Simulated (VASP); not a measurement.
# W (C2/m) in VASP: single point with PBEsol

Aim: the single point of W with PBEsol.

Program: VASP 6.6.1. These are calculated values, not measurements. Logs are shortened: lines on timing, memory, paths and dates and some standing lists are left out, and cuts for length are marked.

## (1) The cell of the first run

The structure is monoclinic, space group C2/m (No. 12). The conventional cell has a = 3.154 Å, b = 4.461 Å, c = 9.011 Å, α = 90.00°, β = 98.05°, γ = 90.00°. Within 3.0 Å of W (site symmetry m) lie 7 W at 2.25 to 2.73 Å. W (site symmetry m) has 14 W at 2.73 to 3.15 Å within 3.6 Å.

## (2) Single point, PBEsol (the part above a cut slid along it)

File INCAR:

```
SYSTEM = W
ALGO     = Fast           ! electronic algorithm
EDIFF    = 1E-7           ! SCF threshold, eV
ENCUT    = 520            ! plane-wave cutoff, eV
GGA      = PS             ! functional
ISIF     = 2              ! what is computed and relaxed
ISMEAR   = 0              ! smearing method
KPAR     = 4            
LASPH    = .TRUE.         ! aspherical terms in the spheres
LCHARG   = .TRUE.         ! write CHGCAR
LREAL    = .FALSE.        ! projectors in reciprocal space
LVHAR    = .TRUE.       
LWAVE    = .FALSE.        ! write WAVECAR
NBANDS   = 36             ! bands
NELM     = 80             ! most SCF steps
PREC     = Accurate       ! precision mode
SIGMA    = 0.15           ! smearing width, eV
```

File KPOINTS:

```
k-points
0
G
  23 23 7
  0 0 0
```

File POSCAR:

```
W
1.0
   -1.5771801388      1.5771801388     -1.5771801388
   -1.5771801388     -1.5771801388      1.5771801388
   -1.2617441110      6.3087205550      6.3087205550
W
4
Direct
   -0.3500000000     -0.3500000000      0.8750000000
    0.4500000000      0.4500000000      0.1250000000
   -0.1500000000     -0.1500000000      0.3750000000
    0.2500000000      0.2500000000      0.6250000000
```

Potentials or basis: VASP PAW PBE potentials, release 64 (W_sv).

Started as:

```console
cat potpaw_PBE.64/W_sv/POTCAR > POTCAR
mpirun -np 4 vasp_std > vasp.out
```

OUTCAR:

```text
SYSTEM = W
   EDIFF = 1E-7
   ENCUT = 520
   GGA = PS
   ISIF = 2
   ISMEAR = 0
   LASPH = .TRUE.
   LREAL = .FALSE.
   NELM = 80
   PREC = Accurate

 ion  position               nearest neighbor table
   1  0.650  0.650  0.875-   2 2.25   4 2.73   4 2.73   4 3.15   4 3.15   2 3.40   2 3.40
   2  0.450  0.450  0.125-   1 2.25   3 2.73   3 2.73   3 3.15   3 3.15   1 3.40   1 3.40
   3  0.850  0.850  0.375-   2 2.73   4 2.73   2 2.73   4 2.73   2 3.15   4 3.15   4 3.15   2 3.15

   4  0.250  0.250  0.625-   1 2.73   3 2.73   3 2.73   1 2.73   3 3.15   1 3.15   1 3.15   3 3.15

  LATTYP: Found a base centered monoclinic cell.
 ALAT       =     3.1543602776
 B/A-ratio  =     1.4142135624
 C/A-ratio  =     2.8565713713
 COS(beta)  =    -0.1400280084

  Lattice vectors:

 A1 = (   1.5771801388,  -1.5771801388,   1.5771801388)
 A2 = (   1.5771801388,   1.5771801388,  -1.5771801388)
 A3 = (  -1.2617441110,   6.3087205550,   6.3087205550)

Analysis of symmetry for initial positions (statically):
=====================================================================
 Subroutine PRICEL returns:
 Original cell was already a primitive cell.

 Routine SETGRP: Setting up the symmetry group for a
 base centered monoclinic supercell.

 Subroutine GETGRP returns: Found  4 space group operations
 (whereof  2 operations were pure point group operations)
 out of a pool of  4 trial point group operations.

The static configuration has the point symmetry C_1h.
 The point group associated with its full space group is C_2h.

Analysis of symmetry for dynamics (positions and initial velocities):
=====================================================================
 Subroutine PRICEL returns:
 Original cell was already a primitive cell.

 Routine SETGRP: Setting up the symmetry group for a
 base centered monoclinic supercell.

 Subroutine GETGRP returns: Found  4 space group operations
 (whereof  2 operations were pure point group operations)
 out of a pool of  4 trial point group operations.

The dynamic configuration has the point symmetry C_1h.
 The point group associated with its full space group is C_2h.

 Subroutine INISYM returns: Found  4 space group operations
 (whereof  2 operations are pure point group operations),
 and found     1 'primitive' translations

----------------------------------------------------------------------------------------

                                     Primitive cell

  volume of cell :      62.7717

  direct lattice vectors                    reciprocal lattice vectors
    -1.577180139  1.577180139 -1.577180139    -0.317021492  0.126808597 -0.190212895
    -1.577180139 -1.577180139  1.577180139    -0.317021492 -0.190212895  0.126808597
    -1.261744111  6.308720555  6.308720555     0.000000000  0.079255373  0.079255373

  length of vectors
     2.731756133  2.731756133  9.010655264     0.390850344  0.390850344  0.112084023

  position of ions in fractional coordinates (direct lattice)
     0.650000000  0.650000000  0.875000000
     0.450000000  0.450000000  0.125000000
     0.850000000  0.850000000  0.375000000
     0.250000000  0.250000000  0.625000000

  ion indices of the primitive-cell ions
   primitive index   ion index
                 1           1
                 2           2
                 3           3
                 4           4

----------------------------------------------------------------------------------------

 KPOINTS: k-points

Automatic generation of k-mesh.
 Grid dimensions read from file:
 generate k-points for:   23   23    7

 Generating k-lattice:

  Cartesian coordinates                     Fractional coordinates (reciprocal lattice)
    -0.013783543  0.005513417 -0.008270126     0.043478261 -0.000000000 -0.000000000
    -0.013783543 -0.008270126  0.005513417    -0.000000000  0.043478261 -0.000000000
     0.000000000  0.011322196  0.011322196     0.000000000  0.000000000  0.142857143

  Length of vectors
     0.016993493  0.016993493  0.016012003

  Shift w.r.t. Gamma in fractional coordinates (k-lattice)
     0.000000000  0.000000000  0.000000000

 Subroutine IBZKPT returns following result:
 ===========================================

 Found    972 irreducible k-points:

 Following reciprocal coordinates:
            Coordinates               Weight
  0.000000  0.000000  0.000000      1.000000
  0.043478 -0.000000 -0.000000      4.000000
  0.086957 -0.000000 -0.000000      4.000000
  0.130435  0.000000  0.000000      4.000000
  0.173913  0.000000  0.000000      4.000000
  0.217391  0.000000 -0.000000      4.000000
[... 16 lines left out ...]
  0.478261  0.043478  0.000000      4.000000
 -0.478261  0.043478  0.000000      4.000000
 [... further k-points ...]
   k-points           NKPTS =    972   k-points in BZ     NKDIM =    972   number of bands    NBANDS=     36
   number of dos      NEDOS =    301   number of ions     NIONS =      4
   total plane-waves  NPLWV =  28000
   dimension x,y,z NGX =    20 NGY =   20 NGZ =   70
   dimension x,y,z NGXF=    40 NGYF=   40 NGZF=  140
   ions per type =               4
   NGX,Y,Z   is equivalent  to a cutoff of  12.17, 12.17, 12.91 a.u.
   NGXF,Y,Z  is equivalent  to a cutoff of  24.34, 24.34, 25.83 a.u.
 SYSTEM =  W
   PREC   = accura    normal or accurate (medium, high low for compatibility)
   ISTART =      0    job   : 0-new  1-cont  2-samecut
   ICHARG =      2    charge: 1-file 2-atom 10-const
   ISPIN  =      1    spin polarized calculation?
   LNONCOLLINEAR =      F non collinear calculations
   LSORBIT =      F    spin-orbit coupling
   LASPH  =      T    aspherical Exc in radial PAW
   ENCUT  =  520.0 eV  38.22 Ry    6.18 a.u.   5.08  5.08 16.75*2*pi/ulx,y,z
   NELM   =     80;   NELMIN=  2; NELMDL= -5     # of ELM steps
   EDIFF  = 0.1E-06   stopping-criterion for ELM
   LREAL  =      F    real-space projection
   EDIFFG = 0.1E-05   stopping-criterion for IOM
   NSW    =      0    number of steps for IOM
   IBRION =     -1    ionic relax: 0-MD 1-quasi-New 2-CG
   NFREE  =      0    steps in history (QN), initial steepest desc. (CG)
   ISIF   =      2    stress and relaxation
   ISYM   =      2    0-nonsym 1-usesym 2-fastsym
   POTIM  = 0.5000    time-step for ionic-motion
   TEBEG  =    0.0;   TEEND  =   0.0 temperature during run
   PSTRESS=    0.0 pullay stress
   NELECT =      56.0000    total number of electrons
   NUPDOWN=      -1.0000    fix difference up-down
   EMIN   =  10.00;   EMAX   =-10.00  energy-range for DOS
   EFERMI =   0.00;   METHOD = LEGACY
   ISMEAR =     0;   SIGMA  =   0.15  broadening in eV -4-tet -1-fermi 0-gaus
   EFERMI_NEDOS =   21; number of points for ismear=-14 and -15
   IALGO  =     68    algorithm
   IMIX   =      4    mixing-type and parameters
     AMIX     =   0.40;   BMIX     =  1.00
     AMIX_MAG =   1.60;   BMIX_MAG =  1.00
  volume/ion in A,a.u.               =      15.69       105.90
  Fermi-wavevector in a.u.,A,eV,Ry     =   1.575976  2.978162 33.792787  2.483700
  Thomas-Fermi vector in A             =   2.676879
   LORBIT       =      0    0 simple, 1 ext, 2 COOP (PROOUT), +10 PAW based schemes
   GGA     = PS    functional components
   LHFCALC =     F    Hartree Fock is set to
   AEXX    =    0.0000 exact exchange contribution
   IVDW    =     0    specifies the selected vdW correction
   LEPSILON=     F    determine dielectric tensor
   LRPA    =     F    only Hartree local field effects (RPA)
 non-spin polarized calculation
 RMM-DIIS sequential band-by-band and
 Gauss-broadening in eV      SIGMA  =   0.15
  energy-cutoff  :      520.00
  volume of cell :       62.77
 maximum number of plane-waves:      1718
   NGX = 11   NGY = 11   NGZ = 33

 number of electron      56.0000011 magnetization

 Free energy of the ion-electron system (eV)
  ---------------------------------------------------
  ext. energy  EPLUGINS =         0.00000000
  ---------------------------------------------------
  free energy    TOTEN  =       -53.07634329 eV

  energy without entropy =      -53.05166900  energy(sigma->0) =      -53.06400615

 E-fermi :  11.3504     XC(G=0): -13.7757

 val. band max:       11.3453669254   @ k =  -0.1739  -0.0000   0.2857
 cond. band min:      11.3510971894   @ k =  -0.4348   0.4348   0.4286
 fundamental gap:      0.0057302640
 Fermi energy:        11.3504061284

 k-point     1 :       0.0000    0.0000    0.0000
  band No.  band energies     occupation
      1     -62.7261      2.00000
      2     -62.6496      2.00000
      3     -62.5962      2.00000
      4     -62.3214      2.00000
      5     -28.1459      2.00000
      6     -27.2041      2.00000
[... 28 lines left out ...]
     35      13.7275      0.00000
     36      13.8470      0.00000

 k-point     2 :       0.0435   -0.0000   -0.0000
  band No.  band energies     occupation
      1     -62.7243      2.00000
      2     -62.6486      2.00000
      3     -62.5950      2.00000
      4     -62.3201      2.00000
      5     -28.1412      2.00000
      6     -27.2065      2.00000
[... 28 lines left out ...]
     35      13.6887      0.00000
     36      13.8912      0.00000

 k-point     3 :       0.0870   -0.0000   -0.0000
  band No.  band energies     occupation
      1     -62.7190      2.00000
      2     -62.6458      2.00000
      3     -62.5913      2.00000
      4     -62.3166      2.00000
      5     -28.1277      2.00000
      6     -27.2136      2.00000
[... 28 lines left out ...]
     35      13.6009      0.00000
     36      13.9348      0.00000

 k-point     4 :       0.1304    0.0000    0.0000
  band No.  band energies     occupation
      1     -62.7105      2.00000
      2     -62.6412      2.00000
      3     -62.5855      2.00000
      4     -62.3111      2.00000
      5     -28.1067      2.00000
      6     -27.2257      2.00000
[... 28 lines left out ...]
     35      13.5405      0.00000
     36      13.9466      0.00000

 k-point     5 :       0.1739    0.0000    0.0000
  band No.  band energies     occupation
      1     -62.6994      2.00000
      2     -62.6354      2.00000
      3     -62.5781      2.00000
      4     -62.3038      2.00000
      5     -28.0804      2.00000
      6     -27.2432      2.00000
[... 655 lines left out ...]
 k-point    22 :       0.4348    0.0435    0.0000
  band No.  band energies     occupation
      1     -62.6155      2.00000
      2     -62.6081      2.00000
      3     -62.5342      2.00000
      4     -62.2574      2.00000
      5     -27.9822      2.00000
      6     -27.5206      2.00000
[... 28 lines left out ...]
     35      15.0075      0.00000
     36      15.3302      0.00000

 k-point    23 :       0.4783    0.0435    0.0000
  band No.  band energies     occupation
      1     -62.6105      2.00000
      2     -62.6083      2.00000
      3     -62.5320      2.00000
      4     -62.2552      2.00000
      5     -27.9821      2.00000
      6     -27.5433      2.00000
[... 28 lines left out ...]
     35      15.0387      0.00000
     36      15.4136      0.00000

 k-point    24 :      -0.4783    0.0435    0.0000
  band No.  band energies     occupation
      1     -62.6160      2.00000
      2     -62.6041      2.00000
      3     -62.5319      2.00000
      4     -62.2554      2.00000
      5     -27.9801      2.00000
      6     -27.5381      2.00000
[... 28 lines left out ...]
     35      15.0625      0.00000
     36      15.5554      0.00000

 [... further k-points ...]

------------------------ aborting loop because EDIFF is reached ----------------------------------------

  FORCE on cell =-STRESS in cart. coord.  units (eV):
  Direction    XX          YY          ZZ          XY          YZ          ZX
  --------------------------------------------------------------------------------------
  -------------------------------------------------------------------------------------
  Total        0.4098970      6.6474127      6.6474127      2.6564140      5.4065451      2.6564149
  in kB       10.4621631    169.6677673    169.6677673     67.8019926    137.9960095     67.8020160
  external PRESSURE =     116.5992326 kB  Pullay stress =       0.0000000 kB

 VOLUME and BASIS-vectors are now :
 -----------------------------------------------------------------------------
  energy-cutoff  :      520.00
  volume of cell :       62.77
      direct lattice vectors                 reciprocal lattice vectors
    -1.577180139  1.577180139 -1.577180139    -0.317021492  0.126808597 -0.190212895
    -1.577180139 -1.577180139  1.577180139    -0.317021492 -0.190212895  0.126808597
    -1.261744111  6.308720555  6.308720555     0.000000000  0.079255373  0.079255373

 POSITION                                       TOTAL-FORCE (eV/Angst)
 -----------------------------------------------------------------------------------
     -3.15436      5.52013      5.52013        -1.784896     -3.740436     -3.740436
     -1.57718      0.78859      0.78859         1.784896      3.740436      3.740436
     -3.15436      2.36577      2.36577         0.069788      0.223169      0.223169
     -1.57718      3.94295      3.94295        -0.069788     -0.223169     -0.223169
 -----------------------------------------------------------------------------------
    total drift:                                0.000000      0.000000      0.000000

  FREE ENERGIE OF THE ION-ELECTRON SYSTEM (eV)
  ---------------------------------------------------
  free  energy   TOTEN  =       -53.0763432939 eV

  energy  without entropy=      -53.0516690047  energy(sigma->0) =      -53.06400615
```

It took 7.6 min on 4 MPI ranks of Intel Xeon Platinum 8488C (Sapphire Rapids), shared host; peak memory 1.4 GiB.

Results:

| Item | Value |
| --- | --- |
| Free energy | -53.0763 eV |
| Pressure | 11.7 GPa |
| Largest force | 5.583 eV/Å |
| Band gap on the k mesh | zero (bands 28 and 29 overlap by 2.25 eV) |

Forces in eV/Å, atoms in the order of the input:
```
W   -1.785 -3.740 -3.740
W    1.785  3.740  3.740
W    0.070  0.223  0.223
W   -0.070 -0.223 -0.223
```

Caveat: the cell differs from its parent crystal (the part above a cut slid along it); the stress differs along the axes, from 1 to 17 GPa; the PAW data sets were made with another functional, which shifts forces and pressure a little; spin-orbit coupling is left out, which moves the levels of the heavy elements.
